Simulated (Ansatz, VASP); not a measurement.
Mg2SO: VASP beside Ansatz

Contents of POSCAR:

```
Mg2SO
1.0
    1.6699627495      0.9641534429      5.4974881940
   -1.6699627495      0.9641534429      5.4974881940
    0.0000000000     -1.9283068859      5.4974881940
O S Mg
1 1 2
Direct
    1.0000000000      0.0000000000      0.0000000000
    0.5000000000      0.5000000000      0.5000000000
    0.2616612352      0.2616612352      0.2616612352
    0.7383387648      0.7383387648      0.7383387648
```

Contents of INCAR.step1:

```
SYSTEM = Mg2SO
PREC = Accurate
ENCUT = 520
ISMEAR = 0
SIGMA = 0.01
LREAL = .False.
LASPH = .True.
NELM = 80
NBANDS = 16
GGA = PE
ALGO = Normal
EDIFF = 1E-4
LWAVE = .True.
LCHARG = .False.
```

The input INCAR.step2:

```
SYSTEM = Mg2SO
PREC = Accurate
ENCUT = 520
EDIFF = 1E-6
ISMEAR = 0
SIGMA = 0.01
LREAL = .False.
LASPH = .True.
NELM = 80
ALGO = Normal
ISIF = 2
LWAVE = .False.
LCHARG = .False.
METAGGA = R2SCAN
LMIXTAU = .True.
NBANDS = 16
ISTART = 1
```

KPOINTS

```
regular mesh
0
Gamma
  10 10 10
  0 0 0
```

Input for Ansatz:

```yaml
crystal:
  lattice:
    - [1.6699627495, 0.9641534429, 5.497488194]
    - [-1.6699627495, 0.9641534429, 5.497488194]
    - [0.0, -1.9283068859, 5.497488194]
  atoms:
    - { symbol: O, position: [1.0, 0.0, 0.0] }
    - { symbol: S, position: [0.5, 0.5, 0.5] }
    - { symbol: Mg, position: [0.2616612352, 0.2616612352, 0.2616612352] }
    - { symbol: Mg, position: [0.7383387648, 0.7383387648, 0.7383387648] }
kpoints:
  mp_grid: { grid: [10, 10, 10] }
  band_path:
    path:
      - [0.0, 0.0, 0.0]
      - [0.5, 0.5, 0.5]
      - [0.8128277351, 0.1871722649, 0.5]
      - [0.5, -0.1871722649, 0.1871722649]
      - [0.5, 0.0, 0.0]
      - [0.3435861324, -0.3435861324, 0.0]
      - [0.6564138676, 0.0, 0.3435861324]
      - [0.5, 0.0, 0.5]
    npoints: 1
hamiltonian:
  xc: r2scan
scf:
  occupations: { method: fixed }
  n_extra_bands: 5
output:
  forces: true
  stress: true
  eigenvalues: true
```

Alike in both runs: task single point; functional r2SCAN; k mesh 10 × 10 × 10; no spin polarisation.

```csv
,VASP,Ansatz
version,VASP 6.6.1,Ansatz 0.2.0
potentials or method,"VASP PAW PBE potentials, release 64 (O, S, Mg)","plane waves, PAW"
plane-wave cutoff (eV),520,500
occupations,"gaussian, width 0.01 eV",fixed
valence electrons in the cell,16,32
```

Ansatz gave:

```
gap on the k mesh at the Fermi level (eV) : 1.63
pressure (GPa)                            : 0.0
rms of the force components (eV/Å)        : 0.000
```

Question: Which values does VASP return?

Answer: gap on the k mesh at the Fermi level (eV): 1.60; pressure (GPa): -0.7; rms of the force components (eV/Å): 0.004.

VASP's potentials were made for PBE, not for r2SCAN. Atom by atom the forces differ by 0.004 eV/Å (rms over components). VASP's potentials hold 16 valence electrons a cell and Ansatz's 32, so a difference there can come from the potentials and not from the codes.
